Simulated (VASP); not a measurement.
# CoO (P3m1) in VASP: further runs, part 2 of 2

VASP 6.6.1.

### 4 Single point, r2SCAN, collinear spin, ferromagnetic start

This run uses another cell than the first one, of 12.27 Å³/atom.

Contents of POSCAR:

```
CoO
1.0
    3.2603606016      0.0000000000      0.0000000000
   -1.6301803009      2.8235551065      0.0000000000
    0.0000000000      0.0000000000      5.3312594650
Co O
2 2
Direct
    0.3333333333      0.6666666667      0.5033624100
    0.0000000000      0.0000000000      0.0034741400
    0.3333333333      0.6666666667      0.8715556000
    0.0000000000      0.0000000000      0.3716088500
```

Contents of INCAR.step1:

```
ALGO = Normal
EDIFF = 1E-4
ENCUT = 520
GGA = PE
ISMEAR = -1
ISPIN = 2
LASPH = T
LCHARG = F
LMAXMIX = 4
LREAL = F
LWAVE = T
MAGMOM = 2 2 0 0
NBANDS = 27
NELM = 150
PREC = Accurate
SIGMA = 0.05
```

Contents of INCAR.step2:

```
ALGO = Normal
EDIFF = 1E-6
ENCUT = 520
ISIF = 2
ISMEAR = -1
ISPIN = 2
ISTART = 1
LASPH = T
LCHARG = F
LMAXMIX = 4
LMIXTAU = T
LORBIT = 11
LREAL = F
LWAVE = F
MAGMOM = 2 2 0 0
METAGGA = R2SCAN
NBANDS = 27
NELM = 150
PREC = Accurate
SIGMA = 0.05
```

Contents of KPOINTS:

```
k-points
0
Gamma
  10 10 5
```

Potentials or basis: VASP PAW PBE potentials, release 64 (Co, O).

The run is started by

```
$ cat potpaw_PBE.64/Co/POTCAR potpaw_PBE.64/O/POTCAR > POTCAR
$ cp INCAR.step1 INCAR
$ mpirun -np 1 vasp_std > vasp.out
$ cp INCAR.step2 INCAR
$ mpirun -np 1 vasp_std > vasp.out
```

OUTCAR:

```text
EDIFF = 1E-6
   ENCUT = 520
   ISIF = 2
   ISMEAR = -1
   ISPIN = 2
   ISTART = 1
   LASPH = T
   LORBIT = 11
   LREAL = F
   METAGGA = R2SCAN
   NELM = 150
   PREC = Accurate

 ion  position               nearest neighbor table
   1  0.333  0.667  0.503-   3 1.96   4 2.01   4 2.01   4 2.01
   2  0.000  0.000  0.003-   4 1.96   3 2.01   3 2.01   3 2.01
   3  0.333  0.667  0.872-   1 1.96   2 2.01   2 2.01   2 2.01
   4  0.000  0.000  0.372-   2 1.96   1 2.01   1 2.01   1 2.01

  LATTYP: Found a hexagonal cell.
 ALAT       =     3.2603606016
 C/A-ratio  =     1.6351747909

  Lattice vectors:

 A1 = (   3.2603606016,   0.0000000000,   0.0000000000)
 A2 = (  -1.6301803009,   2.8235551065,   0.0000000000)
 A3 = (   0.0000000000,   0.0000000000,   5.3312594650)

Analysis of symmetry for initial positions (statically):
[... 922 lines left out ...]

 k-point     1 :       0.0000    0.0000    0.0000
  band No.  band energies     occupation
      1     -14.7905      1.00000
      2     -14.2067      1.00000
      3      -0.9857      1.00000
      4       0.7240      1.00000
      5       0.8917      1.00000
      6       0.8917      1.00000
[... 709 lines left out ...]
     26      20.1556      0.00000
     27      21.5414      0.00000

 [... further k-points ...]
[... 5 lines left out ...]
  --------------------------------------------------------------------------------------
  -------------------------------------------------------------------------------------
  Total       -2.0243589     -2.0243589     -1.6479843      0.0000000      0.0000000     -0.0000000
  in kB      -66.0855289    -66.0855289    -53.7987188      0.0000000      0.0000000     -0.0000000
  external PRESSURE =     -61.9899255 kB  Pullay stress =       0.0000000 kB

 VOLUME and BASIS-vectors are now :
 -----------------------------------------------------------------------------
  energy-cutoff  :      520.00
  volume of cell :       49.08
      direct lattice vectors                 reciprocal lattice vectors
     3.260360602  0.000000000  0.000000000     0.306714539  0.177081722  0.000000000
    -1.630180301  2.823555107  0.000000000     0.000000000  0.354163444  0.000000000
     0.000000000  0.000000000  5.331259465     0.000000000  0.000000000  0.187572938

 POSITION                                       TOTAL-FORCE (eV/Angst)
 -----------------------------------------------------------------------------------
     -0.00000      1.88237      2.68356        -0.000000     -0.000000     -0.390651
      0.00000      0.00000      0.01852         0.000000     -0.000000     -0.399570
     -0.00000      1.88237      4.64649        -0.000000      0.000000      0.396650
      0.00000      0.00000      1.98114        -0.000000      0.000000      0.393572
 -----------------------------------------------------------------------------------
    total drift:                               -0.000000     -0.000001     -0.028177

  FREE ENERGIE OF THE ION-ELECTRON SYSTEM (eV)
  ---------------------------------------------------
  free  energy   TOTEN  =       -42.7367159381 eV

  energy  without entropy=      -42.7366408644  energy(sigma->0) =      -42.73667840

 total charge

# of ion       s       p       d       tot
------------------------------------------
    1        0.336   0.407   7.110   7.853
    2        0.336   0.407   7.110   7.852
    3        1.552   3.472   0.000   5.023
    4        1.552   3.472   0.000   5.024
--------------------------------------------------
tot          3.776   7.757  14.219  25.752

 magnetization (x)

# of ion       s       p       d       tot
------------------------------------------
    1        0.023   0.056   2.570   2.648
    2        0.023   0.056   2.570   2.648
    3        0.020   0.232   0.000   0.252
    4        0.020   0.232   0.000   0.252
--------------------------------------------------
tot          0.085   0.577   5.139   5.801
```

OUTCAR.step1:

```text
EDIFF = 1E-4
   ENCUT = 520
   GGA = PE
   ISMEAR = -1
   ISPIN = 2
[... 1688 lines left out ...]
     -0.00000      1.88237      2.68356         0.000000     -0.000000     -0.263956
      0.00000      0.00000      0.01852        -0.000000      0.000000     -0.270974
     -0.00000      1.88237      4.64649         0.000000     -0.000000      0.269626
      0.00000      0.00000      1.98114        -0.000000      0.000000      0.265304
 -----------------------------------------------------------------------------------
    total drift:                                0.000000     -0.000000      0.009021

  FREE ENERGIE OF THE ION-ELECTRON SYSTEM (eV)
  ---------------------------------------------------
  free  energy   TOTEN  =       -26.5894635080 eV

  energy  without entropy=      -26.5798639182  energy(sigma->0) =      -26.58466371
```

OSZICAR.step1:

```text
N       E                     dE             d eps       ncg     rms          rms(c)
DAV:   1     0.251166015048E+03    0.25117E+03   -0.13601E+04  6288   0.128E+03
DAV:   2    -0.354774694167E+01   -0.25471E+03   -0.22740E+03  6546   0.306E+02
DAV:   3    -0.314329498006E+02   -0.27885E+02   -0.26423E+02  6934   0.115E+02
DAV:   4    -0.320832507940E+02   -0.65030E+00   -0.64794E+00  6914   0.182E+01
DAV:   5    -0.321038110838E+02   -0.20560E-01   -0.20557E-01  8339   0.302E+00    0.248E+01
DAV:   6    -0.313759932802E+02    0.72782E+00   -0.47776E+01  8271   0.955E+01    0.365E+01
DAV:   7    -0.264516710313E+02    0.49243E+01   -0.16547E+01  7423   0.803E+01    0.110E+01
DAV:   8    -0.266209956523E+02   -0.16932E+00   -0.23948E+00  8001   0.121E+01    0.575E+00
DAV:   9    -0.266382999619E+02   -0.17304E-01   -0.15843E+00  9626   0.175E+01    0.510E+00
DAV:  10    -0.266125627323E+02    0.25737E-01   -0.10822E+00  9401   0.146E+01    0.274E+00
DAV:  11    -0.265885966439E+02    0.23966E-01   -0.16023E-01  8838   0.613E+00    0.935E-01
DAV:  12    -0.265891416406E+02   -0.54500E-03   -0.35326E-02  9081   0.194E+00    0.337E-01
DAV:  13    -0.265894867765E+02   -0.34514E-03   -0.35680E-03  8677   0.623E-01    0.202E-01
DAV:  14    -0.265894635080E+02    0.23268E-04   -0.68505E-04  6830   0.310E-01
   1 F= -.26589464E+02 E0= -.26584664E+02  d E =-.959959E-02  mag=     5.9566
```

Wall time 5.3 min (1 thread of AMD EPYC 9R45 (Zen 5), shared host); peak memory 0.23 GiB.

Results:

- Free energy: -42.7367 eV
- Pressure: -6.2 GPa
- Largest force: 0.400 eV/Å
- Band gap on the k mesh: 0.51 eV (least direct gap 0.57 eV)
- Net moment: 6.00 μB per cell
- Site moments: Co +2.65; O +0.25 μB
- Valence electrons inside the program's atomic spheres: Co 7.85; O 5.02

Forces in eV/Å, atoms in the order of the input:
```
Co   0.000  0.000 -0.391
Co   0.000  0.000 -0.400
O    0.000  0.000  0.397
O    0.000  0.000  0.394
```

Caveat: the cell stands under tension; semilocal functionals underestimate gaps, and a narrow one can read as zero; the PAW data sets were made with another functional, which shifts forces and pressure a little. A k mesh can miss the band edges.

### 5 The runs side by side

| cell | gap on the mesh (eV) | pressure (GPa) | moment (μB) | largest force (eV/Å) |
| --- | --- | --- | --- | --- |
| a = 3.219, b = 3.219, c = 5.263 Å, angles 90.0, 90.0, 120.0°, 4 atoms | 0.54 | -1.0 | 6.00 | 0.44 |
| a = 3.240, b = 3.240, c = 5.298 Å, angles 90.0, 90.0, 120.0°, 4 atoms | 0.53 | -3.7 | 6.00 | 0.42 |
| a = 3.260, b = 3.260, c = 5.331 Å, angles 90.0, 90.0, 120.0°, 4 atoms | 0.51 | -6.2 | 6.00 | 0.40 |

Alike in all rows: task single point; level r2SCAN; potentials or basis VASP PAW PBE potentials, release 64 (Co, O); spin collinear, ferromagnetic start; k mesh 10 × 10 × 5; cutoff (eV) 520; smearing fermi-dirac 0.05 eV.

Caveats: semilocal functionals underestimate gaps, and a narrow one can read as zero; the PAW data sets were made with another functional, which shifts forces and pressure a little; the cell stands under tension (at least some runs).

Absolute energies hang on the potentials; compare differences alone.
